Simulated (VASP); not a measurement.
# Li2Se (Fm-3m) in VASP: a series of runs, part 2 of 3

VASP 6.6.1. The steps go on from the part before.

**4. Electric field gradients, LDA (volume scaled by 1.01)**

The input, INCAR:

```
PREC     = Accurate       # precision mode
ENCUT    = 650            # plane-wave cutoff, eV
EDIFF    = 1E-8           # SCF threshold, eV
ISMEAR   = -1             # smearing method
SIGMA    = 0.03           # smearing width, eV
LREAL    = F              # projectors in reciprocal space
LASPH    = T              # aspherical terms in the spheres
NELM     = 120            # most SCF steps
ALGO     = Normal         # electronic algorithm
ISIF     = 2              # what is computed and relaxed
LWAVE    = F              # write WAVECAR
LCHARG   = F              # write CHGCAR
GGA      = CA             # functional
LEFG     = T            
NBANDS   = 13             # bands
GGA_COMPAT= F
```

The input, KPOINTS:

```
Automatic mesh
0
Gamma
  9 9 9
```

The input, POSCAR:

```
Li2Se
1.0
    0.0000000000      3.0124751563      3.0124751563
    3.0124751563      0.0000000000      3.0124751563
    3.0124751563      3.0124751563      0.0000000000
Li Se
2 1
Direct
    0.2500000000      0.2500000000      0.2500000000
    0.7500000000      0.7500000000      0.7500000000
    0.0000000000      0.0000000000      0.0000000000
```

Potentials or basis: VASP PAW LDA potentials, release 64 (Li_sv, Se).

Command:

```console
> cat potpaw_LDA.64/Li_sv/POTCAR potpaw_LDA.64/Se/POTCAR > POTCAR
> mpirun -np 1 vasp_std > vasp.out
```

OUTCAR:

```text
PREC = Accurate
   ENCUT = 650
   EDIFF = 1E-8
   ISMEAR = -1
   LREAL = F
   LASPH = T
   NELM = 120
   ISIF = 2
   GGA = CA

 ion  position               nearest neighbor table
   1  0.250  0.250  0.250-   3 2.61   3 2.61   3 2.61   3 2.61
   2  0.750  0.750  0.750-   3 2.61   3 2.61   3 2.61   3 2.61
   3  0.000  0.000  0.000-   1 2.61   2 2.61   2 2.61   2 2.61   2 2.61   1 2.61   1 2.61   1 2.61

  LATTYP: Found a face centered cubic cell.
 ALAT       =     6.0249503126

  Lattice vectors:

 A1 = (   0.0000000000,   3.0124751563,   3.0124751563)
 A2 = (   3.0124751563,   0.0000000000,   3.0124751563)
 A3 = (   3.0124751563,   3.0124751563,   0.0000000000)

Analysis of symmetry for initial positions (statically):
=====================================================================
 Subroutine PRICEL returns:
 Original cell was already a primitive cell.

 Routine SETGRP: Setting up the symmetry group for a
 face centered cubic supercell.

[... 578 lines left out ...]

 POSITION                                       TOTAL-FORCE (eV/Angst)
 -----------------------------------------------------------------------------------
      1.50624      1.50624      1.50624         0.000000      0.000000      0.000000
      4.51871      4.51871      4.51871        -0.000000     -0.000000     -0.000000
      0.00000      0.00000      0.00000        -0.000000      0.000000      0.000000
 -----------------------------------------------------------------------------------
    total drift:                                0.000000      0.000000      0.000000

  FREE ENERGIE OF THE ION-ELECTRON SYSTEM (eV)
  ---------------------------------------------------
  free  energy   TOTEN  =       -12.1369530722 eV

  energy  without entropy=      -12.1369530722  energy(sigma->0) =      -12.13695307

 Electric field gradients (V/A^2)
---------------------------------------------------------------------
 ion       V_xx      V_yy      V_zz      V_xy      V_xz      V_yz
---------------------------------------------------------------------
   1      -0.000     0.000     0.000    -0.001    -0.001    -0.001
   2      -0.000     0.000     0.000    -0.001    -0.001    -0.001
   3       0.000     0.000    -0.000     0.000     0.000     0.000
---------------------------------------------------------------------

 Electric field gradients after diagonalization (V/A^2)
 (convention: |V_zz| > |V_xx| > |V_yy|)
----------------------------------------------------------------------
 ion       V_xx      V_yy      V_zz     asymmetry (V_yy - V_xx)/ V_zz
----------------------------------------------------------------------
   1       0.001     0.001    -0.002       0.000
   2       0.001     0.001    -0.002       0.000
   3      -0.000    -0.000     0.000       0.000
----------------------------------------------------------------------

           NMR quadrupolar parameters

 Cq : quadrupolar parameter    Cq=e*Q*V_zz/h
 eta: asymmetry parameters     (V_yy - V_xx)/ V_zz
 Q  : nuclear electric quadrupole moment in mb (millibarn)
----------------------------------------------------------------------
 ion       Cq(MHz)       eta       Q (mb)
----------------------------------------------------------------------
   1      -0.000       0.000       1.000
   2      -0.000       0.000       1.000
   3       0.000       0.000       1.000
----------------------------------------------------------------------
```

OSZICAR:

```text
N       E                     dE             d eps       ncg     rms          rms(c)
DAV:   1     0.476640751863E+02    0.47664E+02   -0.60734E+03   910   0.105E+03
DAV:   2    -0.468831518427E+01   -0.52352E+02   -0.49516E+02  1109   0.203E+02
DAV:   3    -0.122176269585E+02   -0.75293E+01   -0.74844E+01  1726   0.475E+01
DAV:   4    -0.123700936924E+02   -0.15247E+00   -0.15240E+00  1190   0.963E+00
DAV:   5    -0.123733182055E+02   -0.32245E-02   -0.32244E-02  1423   0.117E+00    0.278E+00
DAV:   6    -0.121692387643E+02    0.20408E+00   -0.25710E-01  1134   0.193E+00    0.165E+00
DAV:   7    -0.121375474047E+02    0.31691E-01   -0.97875E-02  1302   0.129E+00    0.721E-01
DAV:   8    -0.121371161921E+02    0.43121E-03   -0.12976E-02  1242   0.641E-01    0.270E-01
DAV:   9    -0.121369487692E+02    0.16742E-03   -0.35967E-04  1306   0.110E-01    0.197E-01
DAV:  10    -0.121369565168E+02   -0.77475E-05   -0.29640E-04  1110   0.873E-02    0.888E-02
DAV:  11    -0.121369538907E+02    0.26261E-05   -0.17229E-05  1307   0.325E-02    0.395E-02
DAV:  12    -0.121369533012E+02    0.58952E-06   -0.53551E-06  1176   0.130E-02    0.134E-02
DAV:  13    -0.121369530905E+02    0.21066E-06   -0.79469E-07  1236   0.640E-03    0.242E-03
DAV:  14    -0.121369530752E+02    0.15298E-07   -0.30957E-08  1213   0.130E-03    0.105E-03
DAV:  15    -0.121369530722E+02    0.30203E-08   -0.82757E-09   823   0.578E-04
   1 F= -.12136953E+02 E0= -.12136953E+02  d E =-.770876E-12
```

It took 16 s on 1 thread of Intel Xeon 6975P-C (Granite Rapids), shared host; peak memory 0.18 GiB.

Results:

- Free energy: -12.1370 eV
- Pressure: -2.9 GPa
- Band gap on the k mesh: 2.90 eV, indirect (least direct gap 3.17 eV)

Caveat: without QUAD_EFG the Cq values of the log hold for a quadrupole moment of 1 mb, not for the nuclei. A k mesh can miss the band edges.

**5. Electric field gradients, LDA (volume scaled by 1.01)**

The input, INCAR:

```
SYSTEM = Li2Se
PREC     = Accurate       ! precision mode
ENCUT    = 650            ! plane-wave cutoff, eV
EDIFF    = 1E-8           ! SCF threshold, eV
ISMEAR   = -1             ! smearing method
SIGMA    = 0.03           ! smearing width, eV
LREAL    = .False.        ! projectors in reciprocal space
LASPH    = .True.         ! aspherical terms in the spheres
NELM     = 120            ! most SCF steps
ALGO     = Normal         ! electronic algorithm
ISIF     = 2              ! what is computed and relaxed
LWAVE    = .False.        ! write WAVECAR
LCHARG   = .False.        ! write CHGCAR
GGA      = CA             ! functional
LEFG     = .True.       
NBANDS   = 13             ! bands
GGA_COMPAT= .False.
```

The input, KPOINTS:

```
regular mesh
0
Gamma
  9 9 9
  0 0 0
```

POSCAR is that of step 4.

Potentials or basis: VASP PAW LDA potentials, release 64 (Li_sv, Se).

Command:

```console
> cat potpaw_LDA.64/Li_sv/POTCAR potpaw_LDA.64/Se/POTCAR > POTCAR
> mpirun -np 1 vasp_std > vasp.out
```

OUTCAR:

```text
SYSTEM = Li2Se
   PREC = Accurate
   ENCUT = 650
   EDIFF = 1E-8
   ISMEAR = -1
   LREAL = .False.
   LASPH = .True.
   NELM = 120
   ISIF = 2
   GGA = CA

 ion  position               nearest neighbor table
   1  0.250  0.250  0.250-   3 2.61   3 2.61   3 2.61   3 2.61
   2  0.750  0.750  0.750-   3 2.61   3 2.61   3 2.61   3 2.61
   3  0.000  0.000  0.000-   1 2.61   2 2.61   2 2.61   2 2.61   2 2.61   1 2.61   1 2.61   1 2.61

  LATTYP: Found a face centered cubic cell.
 ALAT       =     6.0249503126

  Lattice vectors:

[... 604 lines left out ...]

 Electric field gradients (V/A^2)
---------------------------------------------------------------------
 ion       V_xx      V_yy      V_zz      V_xy      V_xz      V_yz
---------------------------------------------------------------------
   1      -0.000     0.000     0.000    -0.001    -0.001    -0.001
   2      -0.000     0.000     0.000    -0.001    -0.001    -0.001
   3       0.000     0.000    -0.000     0.000     0.000     0.000
---------------------------------------------------------------------

 Electric field gradients after diagonalization (V/A^2)
 (convention: |V_zz| > |V_xx| > |V_yy|)
----------------------------------------------------------------------
 ion       V_xx      V_yy      V_zz     asymmetry (V_yy - V_xx)/ V_zz
----------------------------------------------------------------------
   1       0.001     0.001    -0.002       0.000
   2       0.001     0.001    -0.002       0.000
   3      -0.000    -0.000     0.000       0.000
----------------------------------------------------------------------

           NMR quadrupolar parameters

 Cq : quadrupolar parameter    Cq=e*Q*V_zz/h
 eta: asymmetry parameters     (V_yy - V_xx)/ V_zz
 Q  : nuclear electric quadrupole moment in mb (millibarn)
----------------------------------------------------------------------
 ion       Cq(MHz)       eta       Q (mb)
----------------------------------------------------------------------
   1      -0.000       0.000       1.000
   2      -0.000       0.000       1.000
   3       0.000       0.000       1.000
----------------------------------------------------------------------
```

OSZICAR:

```text
N       E                     dE             d eps       ncg     rms          rms(c)
DAV:   1     0.476640751863E+02    0.47664E+02   -0.60734E+03   910   0.105E+03
DAV:   2    -0.468831518427E+01   -0.52352E+02   -0.49516E+02  1109   0.203E+02
DAV:   3    -0.122176269585E+02   -0.75293E+01   -0.74844E+01  1726   0.475E+01
DAV:   4    -0.123700936924E+02   -0.15247E+00   -0.15240E+00  1190   0.963E+00
DAV:   5    -0.123733182055E+02   -0.32245E-02   -0.32244E-02  1423   0.117E+00    0.278E+00
DAV:   6    -0.121692387643E+02    0.20408E+00   -0.25710E-01  1134   0.193E+00    0.165E+00
DAV:   7    -0.121375474047E+02    0.31691E-01   -0.97875E-02  1302   0.129E+00    0.721E-01
DAV:   8    -0.121371161921E+02    0.43121E-03   -0.12976E-02  1242   0.641E-01    0.270E-01
DAV:   9    -0.121369487692E+02    0.16742E-03   -0.35967E-04  1306   0.110E-01    0.197E-01
DAV:  10    -0.121369565168E+02   -0.77475E-05   -0.29640E-04  1110   0.873E-02    0.888E-02
DAV:  11    -0.121369538907E+02    0.26261E-05   -0.17229E-05  1307   0.325E-02    0.395E-02
DAV:  12    -0.121369533012E+02    0.58952E-06   -0.53551E-06  1176   0.130E-02    0.134E-02
DAV:  13    -0.121369530905E+02    0.21066E-06   -0.79469E-07  1236   0.640E-03    0.242E-03
DAV:  14    -0.121369530752E+02    0.15298E-07   -0.30957E-08  1213   0.130E-03    0.105E-03
DAV:  15    -0.121369530722E+02    0.30203E-08   -0.82757E-09   823   0.578E-04
   1 F= -.12136953E+02 E0= -.12136953E+02  d E =-.770876E-12
```

It took 20 s on 1 thread of Intel Xeon 6975P-C (Granite Rapids), shared host; peak memory 0.17 GiB.

What came out:

```
Free energy            : -12.1370 eV
Pressure               : -2.9 GPa
Band gap on the k mesh : 2.90 eV, indirect (least direct gap 3.17 eV)
```

Caveat: without QUAD_EFG the Cq values of the log hold for a quadrupole moment of 1 mb, not for the nuclei.

(Continued in part 3 of 3.)
